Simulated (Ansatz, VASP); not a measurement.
**Two plane-wave programs on C**

```
C
1.0
     0.00000    1.78340    1.64073
     1.78340    0.00000    1.64073
     1.78340    1.78340    0.00000
C
2
Cartesian
  1.7834 1.7834 1.6407
  2.6751 2.6751 2.4611
```

Change from the starting cell: strain +0.000 along x and y, -0.080 along z, atoms carried along.

Alike in both runs: task single point; functional PBE; k mesh 12 × 12 × 12; occupations gaussian, width 0.05 eV; no spin polarisation.

```csv
,VASP,Ansatz
version,VASP 6.6.1,Ansatz 0.2.0
potentials or method,"VASP PAW PBE potentials, release 64 (C), cutoff 520 eV","scalar-relativistic, plane waves, PAW"
valence electrons in the cell,8,8
```

```csv
,VASP,Ansatz,Ansatz less VASP
gap on the k mesh at the Fermi level (eV),2.18,2.19,+0.012
least direct gap on the mesh (eV),4.37,4.38,+0.007
pressure (GPa),45.4,44.4,-1.02
"traceless stress, the component that is largest in VASP (GPa)",51.33,51.40,+0.067
```

Both programs put the cell under a high pressure, so it lies far from rest at this level. The functional is the same, so the differences come from potentials, cutoffs and numerics.
